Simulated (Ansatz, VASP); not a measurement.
Given: the input of a run of VASP 6.6.1 on BAs.

File POSCAR:

```
BAs
1.0
    2.9570103300      0.0000000000      0.0000000000
    0.0000000000      2.9570103300      0.0000000000
    0.0000000000      0.0000000000      2.9570103300
B As
1 1
Direct
    0.5000000000      0.5000000000      0.5000000000
    0.0000000000      0.0000000000      0.0000000000
```

The input INCAR.step1:

```
PREC = Accurate
ENCUT = 520
EDIFF = 1E-5
ISMEAR = -1
SIGMA = 0.05
LREAL = F
LASPH = T
NELM = 100
ALGO = Normal
ISIF = 2
LWAVE = T
NBANDS = 11
GGA = PE
```

The input INCAR.step2:

```
PREC = Accurate
ENCUT = 520
EDIFF = 1E-6
ISMEAR = -1
SIGMA = 0.05
LREAL = F
LASPH = T
NELM = 100
ALGO = Normal
ISIF = 2
LWAVE = F
LCHARG = T
GGA = PE
LHFCALC = T
AEXX = 0.25
HFSCREEN = 0.4
PRECFOCK = Normal
LELF = T
LVHAR = T
NBANDS = 11
ISTART = 1
```

Contents of KPOINTS:

```
regular mesh
0
Gamma
  5 5 5
```

Potentials or basis: VASP PAW PBE potentials, release 64 (B, As).

The run is started by

```sh
$ cat potpaw_PBE.64/B/POTCAR potpaw_PBE.64/As/POTCAR > POTCAR
$ cp INCAR.step1 INCAR
$ mpirun -np 1 vasp_std > vasp.out
$ cp INCAR.step2 INCAR
$ mpirun -np 1 vasp_std > vasp.out
```

Problem. Set up the same calculation for Ansatz 0.2.0. Potentials there: Ansatz PAW.

Solution. As run (the cutoff follows the program's own potentials):

The input input:

```
crystal:
  lattice:
    - [2.95701033, 0.0, 0.0]
    - [0.0, 2.95701033, 0.0]
    - [0.0, 0.0, 2.95701033]
  atoms:
    - { symbol: B, position: [0.5, 0.5, 0.5] }
    - { symbol: As, position: [0.0, 0.0, 0.0] }
hamiltonian:
  xc: { exchange: pbe, correlation: pbe, exx: { coeff: 0.25, omega: 0.4 } }
  pseudopotentials: { kind: paw }
kpoints:
  mp_grid: { grid: [5, 5, 5] }
scf:
  occupations: { method: fermi_dirac, width: 0.05 }
output:
  forces: true
  stress: true
  eigenvalues: true
```

Both were run:

|  | VASP | Ansatz | Ansatz less VASP |
| --- | --- | --- | --- |
| gap on the k mesh at the Fermi level (eV) | none | none | - |
| pressure (GPa) | -8.1 | -7.8 | +0.29 |

VASP's potentials were made for PBE, not for PBE-based screened hybrid. A gap of «none» marks a metal or a gap that the smearing closes. VASP's potentials hold 8 valence electrons a cell and Ansatz's 18, so a difference there can come from the potentials and not from the codes.

The k mesh is coarse, so the values compare programs but aren't converged.
